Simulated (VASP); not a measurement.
# Hg (R-3m) in VASP: further runs, part 2 of 2

VASP 6.6.1. The steps go on from the part before.

### 4 Single point, PBE

INCAR

```
  PREC = Accurate
  ENCUT = 520
  EDIFF = 1E-6
  ISMEAR = -1
  SIGMA = 0.1
  LREAL = False
  LASPH = True
  NELM = 80
  ALGO = Normal
  ISIF = 2
  LWAVE = False
  LCHARG = True
  GGA = PE
  LELF = True
  LVHAR = True
  NBANDS = 12
```

KPOINTS

```
regular mesh
0
Gamma
  4 4 4
```

POSCAR

```
Hg
1.0
    2.0783995336      1.1999645302      1.9747385792
   -2.0783995336      1.1999645302      1.9747385792
    0.0000000000     -2.3999290604      1.9747385791
Hg
1
Direct
    0.0000000000      1.0000000000      0.0000000000
```

Potentials or basis: VASP PAW PBE potentials, release 64 (Hg).

Started as:

```sh
$ cat potpaw_PBE.64/Hg/POTCAR > POTCAR
$ mpirun -np 1 vasp_std > vasp.out
```

OUTCAR:

```text
PREC = Accurate
   ENCUT = 520
   EDIFF = 1E-6
   ISMEAR = -1
   LREAL = False
   LASPH = True
   NELM = 80
   ISIF = 2
   GGA = PE

 ion  position               nearest neighbor table
   1  0.000  0.000  0.000-

  LATTYP: Found a trigonal (rhomboedric) cell.
 ALAT       =     3.1079337109
 COS(alpha) =     0.1055736732

  Lattice vectors:

 A1 = (   2.0783995336,   1.1999645302,   1.9747385792)
 A2 = (  -2.0783995336,   1.1999645302,   1.9747385792)
 A3 = (   0.0000000000,  -2.3999290604,   1.9747385791)

Analysis of symmetry for initial positions (statically):
=====================================================================
 Subroutine PRICEL returns:
 Original cell was already a primitive cell.

 Routine SETGRP: Setting up the symmetry group for a
 trigonal (rhombohedral) supercell.

 Subroutine GETGRP returns: Found 12 space group operations
 (whereof 12 operations were pure point group operations)
 out of a pool of 12 trial point group operations.

The static configuration has the point symmetry D_3d.

Analysis of symmetry for dynamics (positions and initial velocities):
=====================================================================
 Subroutine PRICEL returns:
 Original cell was already a primitive cell.

 Routine SETGRP: Setting up the symmetry group for a
 trigonal (rhombohedral) supercell.

 Subroutine GETGRP returns: Found 12 space group operations
 (whereof 12 operations were pure point group operations)
 out of a pool of 12 trial point group operations.

The dynamic configuration has the point symmetry D_3d.

 Subroutine INISYM returns: Found 12 space group operations
 (whereof 12 operations are pure point group operations),
 and found     1 'primitive' translations

----------------------------------------------------------------------------------------

                                     Primitive cell

  volume of cell :      29.5501

  direct lattice vectors                    reciprocal lattice vectors
     2.078399534  1.199964530  1.974738579     0.240569723  0.138892994  0.168798714
    -2.078399534  1.199964530  1.974738579    -0.240569723  0.138892994  0.168798714
     0.000000000 -2.399929060  1.974738579     0.000000000 -0.277785989  0.168798714

  length of vectors
     3.107933711  3.107933711  3.107933711     0.325050860  0.325050860  0.325050860

  position of ions in fractional coordinates (direct lattice)
     0.000000000  0.000000000  0.000000000

  ion indices of the primitive-cell ions
   primitive index   ion index
                 1           1

----------------------------------------------------------------------------------------

 KPOINTS: regular mesh

Automatic generation of k-mesh.
 Grid dimensions read from file:
 generate k-points for:    4    4    4

 Generating k-lattice:

  Cartesian coordinates                     Fractional coordinates (reciprocal lattice)
     0.060142431  0.034723249  0.042199679     0.250000000  0.000000000  0.000000000
    -0.060142431  0.034723249  0.042199679     0.000000000  0.250000000  0.000000000
     0.000000000 -0.069446497  0.042199679     0.000000000  0.000000000  0.250000000

  Length of vectors
     0.081262715  0.081262715  0.081262715

  Shift w.r.t. Gamma in fractional coordinates (k-lattice)
     0.000000000  0.000000000  0.000000000

 Subroutine IBZKPT returns following result:
 ===========================================

 Found     13 irreducible k-points:

 Following reciprocal coordinates:
            Coordinates               Weight
  0.000000  0.000000  0.000000      1.000000
  0.250000 -0.000000  0.000000      6.000000
  0.500000 -0.000000  0.000000      3.000000
  0.250000  0.250000  0.000000      6.000000
  0.500000  0.250000  0.000000     12.000000
 -0.250000  0.250000  0.000000      6.000000
  0.500000  0.500000  0.000000      3.000000
  0.250000  0.250000  0.250000      2.000000
  0.500000  0.250000  0.250000      6.000000
 -0.250000  0.250000  0.250000      6.000000
  0.500000  0.500000  0.250000      6.000000
 -0.250000  0.500000  0.250000      6.000000
  0.500000  0.500000  0.500000      1.000000
   k-points           NKPTS =     13   k-points in BZ     NKDIM =     13   number of bands    NBANDS=     12
   number of dos      NEDOS =    301   number of ions     NIONS =      1
   total plane-waves  NPLWV =  13824
   dimension x,y,z NGX =    24 NGY =   24 NGZ =   24
   dimension x,y,z NGXF=    48 NGYF=   48 NGZF=   48
   ions per type =               1
   NGX,Y,Z   is equivalent  to a cutoff of  12.84, 12.84, 12.84 a.u.
   NGXF,Y,Z  is equivalent  to a cutoff of  25.68, 25.68, 25.68 a.u.
 SYSTEM =  unknown system
   PREC   = accura    normal or accurate (medium, high low for compatibility)
   ISTART =      0    job   : 0-new  1-cont  2-samecut
   ICHARG =      2    charge: 1-file 2-atom 10-const
   ISPIN  =      1    spin polarized calculation?
   LNONCOLLINEAR =      F non collinear calculations
   LSORBIT =      F    spin-orbit coupling
   LASPH  =      T    aspherical Exc in radial PAW
   ENCUT  =  520.0 eV  38.22 Ry    6.18 a.u.   5.78  5.78  5.78*2*pi/ulx,y,z
   NELM   =     80;   NELMIN=  2; NELMDL= -5     # of ELM steps
   EDIFF  = 0.1E-05   stopping-criterion for ELM
   LREAL  =      F    real-space projection
   EDIFFG = 0.1E-04   stopping-criterion for IOM
   NSW    =      0    number of steps for IOM
   IBRION =     -1    ionic relax: 0-MD 1-quasi-New 2-CG
   NFREE  =      0    steps in history (QN), initial steepest desc. (CG)
   ISIF   =      2    stress and relaxation
   ISYM   =      2    0-nonsym 1-usesym 2-fastsym
   POTIM  = 0.5000    time-step for ionic-motion
   TEBEG  =    0.0;   TEEND  =   0.0 temperature during run
   PSTRESS=    0.0 pullay stress
   NELECT =      12.0000    total number of electrons
   NUPDOWN=      -1.0000    fix difference up-down
   EMIN   =  10.00;   EMAX   =-10.00  energy-range for DOS
   EFERMI =   0.00;   METHOD = LEGACY
   ISMEAR =    -1;   SIGMA  =   0.10  broadening in eV -4-tet -1-fermi 0-gaus
   EFERMI_NEDOS =   21; number of points for ismear=-14 and -15
   IALGO  =     38    algorithm
   IMIX   =      4    mixing-type and parameters
     AMIX     =   0.40;   BMIX     =  1.00
     AMIX_MAG =   1.60;   BMIX_MAG =  1.00
  volume/ion in A,a.u.               =      29.55       199.41
  Fermi-wavevector in a.u.,A,eV,Ry     =   1.212316  2.290945 19.996617  1.469710
  Thomas-Fermi vector in A             =   2.347804
   LORBIT       =      0    0 simple, 1 ext, 2 COOP (PROOUT), +10 PAW based schemes
   GGA     = PE    functional components
   LHFCALC =     F    Hartree Fock is set to
   AEXX    =    0.0000 exact exchange contribution
   IVDW    =     0    specifies the selected vdW correction
   LEPSILON=     F    determine dielectric tensor
   LRPA    =     F    only Hartree local field effects (RPA)
 non-spin polarized calculation
  energy-cutoff  :      520.00
  volume of cell :       29.55
 maximum number of plane-waves:       811
   NGX = 11   NGY = 11   NGZ = 11

 number of electron      12.0000000 magnetization

 Free energy of the ion-electron system (eV)
  ---------------------------------------------------
  ext. energy  EPLUGINS =         0.00000000
  ---------------------------------------------------
  free energy    TOTEN  =        -0.02339033 eV

  energy without entropy =        0.00871434  energy(sigma->0) =       -0.00733799

 E-fermi :   1.3407     XC(G=0):  -9.6047

 val. band max:        1.3370530439   @ k =   0.5000   0.2500   0.0000
 cond. band min:       1.4303865255   @ k =   0.5000   0.5000   0.0000
 fundamental gap:      0.0933334816
 Fermi energy:         1.3406607842

 k-point     1 :       0.0000    0.0000    0.0000
  band No.  band energies     occupation
      1      -6.4390      2.00000
      2      -6.2621      2.00000
      3      -6.2621      2.00000
      4      -4.6347      2.00000
      5      -4.6347      2.00000
      6      -4.5992      2.00000
      7      10.9489      0.00000
      8      10.9489      0.00000
      9      11.1561      0.00000
     10      14.1796      0.00000
     11      15.9583      0.00000
     12      15.9583      0.00000
[... 166 lines left out ...]
 k-point    13 :       0.5000    0.5000    0.5000
  band No.  band energies     occupation
      1      -5.9767      2.00000
      2      -5.7780      2.00000
      3      -5.7780      2.00000
      4      -4.0919      2.00000
      5      -4.0919      2.00000
      6       4.2310      0.00000
      7       4.5080      0.00000
      8       6.7266      0.00000
      9       6.7266      0.00000
     10      10.3420      0.00000
     11      11.3129      0.00000
     12      12.7803      0.00000

------------------------ aborting loop because EDIFF is reached ----------------------------------------

  FORCE on cell =-STRESS in cart. coord.  units (eV):
  Direction    XX          YY          ZZ          XY          YZ          ZX
  --------------------------------------------------------------------------------------
  -------------------------------------------------------------------------------------
  Total       -0.0009759     -0.0009759     -0.2463151      0.0000000     -0.0000000     -0.0000000
  in kB       -0.0529112     -0.0529112    -13.3549817      0.0000000     -0.0000000     -0.0000000
  external PRESSURE =      -4.4869347 kB  Pullay stress =       0.0000000 kB

 VOLUME and BASIS-vectors are now :
 -----------------------------------------------------------------------------
  energy-cutoff  :      520.00
  volume of cell :       29.55
      direct lattice vectors                 reciprocal lattice vectors
     2.078399534  1.199964530  1.974738579     0.240569723  0.138892994  0.168798714
    -2.078399534  1.199964530  1.974738579    -0.240569723  0.138892994  0.168798714
     0.000000000 -2.399929060  1.974738579     0.000000000 -0.277785989  0.168798714

 POSITION                                       TOTAL-FORCE (eV/Angst)
 -----------------------------------------------------------------------------------
      0.00000      0.00000      0.00000         0.000000      0.000000     -0.000000
 -----------------------------------------------------------------------------------
    total drift:                               -0.000000     -0.000000      0.000000

  FREE ENERGIE OF THE ION-ELECTRON SYSTEM (eV)
  ---------------------------------------------------
  free  energy   TOTEN  =        -0.0233903262 eV

  energy  without entropy=        0.0087143416  energy(sigma->0) =       -0.00733799
```

Wall time 2.7 s (1 thread of Intel Xeon 6975P-C (Granite Rapids), shared host); peak memory 0.13 GiB.

What came out:

```yaml
Free_energy: -0.0234 eV
Pressure: -0.4 GPa
Band_gap_on_the_k_mesh: zero (band 6 reaches 4.23 eV, above the bottom of band 7 at -0.02 eV)
```

Stress tensor (GPa, compression positive):
```
-0.01  0.00  0.00
 0.00 -0.01  0.00
 0.00  0.00 -1.34
```

Caveat: the k points lie up to 0.51 Å⁻¹ apart; spin-orbit coupling is left out, which moves the levels of the heavy elements.

### 5 Single point, PBE

INCAR

```
PREC     = Accurate       # precision mode
ENCUT    = 520            # plane-wave cutoff, eV
EDIFF    = 1E-6           # SCF threshold, eV
ISMEAR   = -1             # smearing method
SIGMA    = 0.1            # smearing width, eV
LREAL    = F              # projectors in reciprocal space
LASPH    = T              # aspherical terms in the spheres
NELM     = 60             # most SCF steps
ALGO     = Normal         # electronic algorithm
ISIF     = 2              # what is computed and relaxed
LWAVE    = F              # write WAVECAR
LCHARG   = F              # write CHGCAR
GGA      = PE             # functional
NBANDS   = 12             # bands
```

KPOINTS

```
Automatic mesh
0
Gamma
  5 5 5
```

POSCAR is that of step 4.

Started as:

```sh
$ cat potpaw_PBE.64/Hg/POTCAR > POTCAR
$ mpirun -np 1 vasp_std > vasp.out
```

Wall time 3.7 s (1 thread of Intel Xeon 6975P-C (Granite Rapids), shared host); peak memory 0.13 GiB.

The run converged. Its results:

| Item | Value |
| --- | --- |
| Free energy | -0.1897 eV |
| Pressure | -0.2 GPa |
| Band gap on the k mesh | zero (band 6 reaches 2.06 eV, above the bottom of band 7 at 1.58 eV) |

Stress tensor (GPa, compression positive):
```
 0.22  0.00  0.00
 0.00  0.22  0.00
 0.00  0.00 -0.96
```

Levels at points of the mesh, in eV from the Fermi level:
```
           k point  band 2  band 3  band 4  band 5  band 6  band 7  band 8  band 9  band 10  band 11
(0.00, 0.00, 0.00)   -7.97   -7.97   -6.34   -6.34   -6.30    9.23    9.23    9.45    12.52    14.25
```

Caveat: the k points lie up to 0.41 Å⁻¹ apart; spin-orbit coupling is left out, which moves the levels of the heavy elements.

### 6 Single point, PBE

INCAR

```
SYSTEM = Hg
PREC     = Accurate       ! precision mode
ENCUT    = 520            ! plane-wave cutoff, eV
EDIFF    = 1E-6           ! SCF threshold, eV
ISMEAR   = -1             ! smearing method
SIGMA    = 0.1            ! smearing width, eV
LREAL    = .False.        ! projectors in reciprocal space
LASPH    = .True.         ! aspherical terms in the spheres
NELM     = 100            ! most SCF steps
ALGO     = Normal         ! electronic algorithm
ISIF     = 2              ! what is computed and relaxed
LWAVE    = .False.        ! write WAVECAR
LCHARG   = .False.        ! write CHGCAR
GGA      = PE             ! functional
NBANDS   = 12             ! bands
```

KPOINTS

```
Automatic mesh
0
Gamma
  6 6 6
  0 0 0
```

POSCAR is that of step 5.

Potentials or basis: VASP PAW PBE potentials, release 64 (Hg).

Started as:

```sh
$ cat potpaw_PBE.64/Hg/POTCAR > POTCAR
$ mpirun -np 1 vasp_std > vasp.out
```

Run time: 4.2 s. Hardware: 1 thread of Intel Xeon 6975P-C (Granite Rapids), shared host; peak memory 0.14 GiB.

The run converged. Its results:

* Free energy: -0.1805 eV
* Pressure: -1.0 GPa
* Band gap on the k mesh: zero (band 6 reaches 4.24 eV, above the bottom of band 7 at -0.01 eV)

Stress tensor (GPa, compression positive):
```
-1.06  0.00  0.00
 0.00 -1.06  0.00
 0.00  0.00 -0.94
```

Levels at points of the mesh, in eV from the Fermi level:
```csv
k point,band 3,band 4,band 5,band 6,band 7,band 8,band 9,band 10
"(0.00, 0.00, 0.00)",-7.53,-5.91,-5.91,-5.87,9.68,9.68,9.89,12.93
"(0.50, 0.00, 0.00)",-6.39,-6.29,-5.86,-2.87,-1.29,12.22,12.24,15.27
"(0.50, 0.50, 0.00)",-6.28,-6.26,-5.38,0.16,1.01,2.40,7.31,14.02
"(0.50, 0.50, 0.50)",-7.05,-5.36,-5.36,2.96,3.24,5.45,5.45,9.09
```

Caveat: spin-orbit coupling is left out, which moves the levels of the heavy elements.

### 7 Overview

```tsv
k mesh	gap on the mesh (eV)	pressure (GPa)
2 × 2 × 2	none	6.0
4 × 4 × 4	none	-0.4
5 × 5 × 5	none	-0.2
6 × 6 × 6	none	-1.0
```

Alike in all rows: task single point; level PBE; potentials or basis VASP PAW PBE potentials, release 64 (Hg); no spin polarisation; cell as given; cutoff (eV) 520; smearing fermi-dirac 0.1 eV.

Caveats: some runs use coarse meshes; spin-orbit coupling is left out, which moves the levels of the heavy elements.

Total energies depend on the potentials used, so only differences within one code and one set of settings carry meaning.
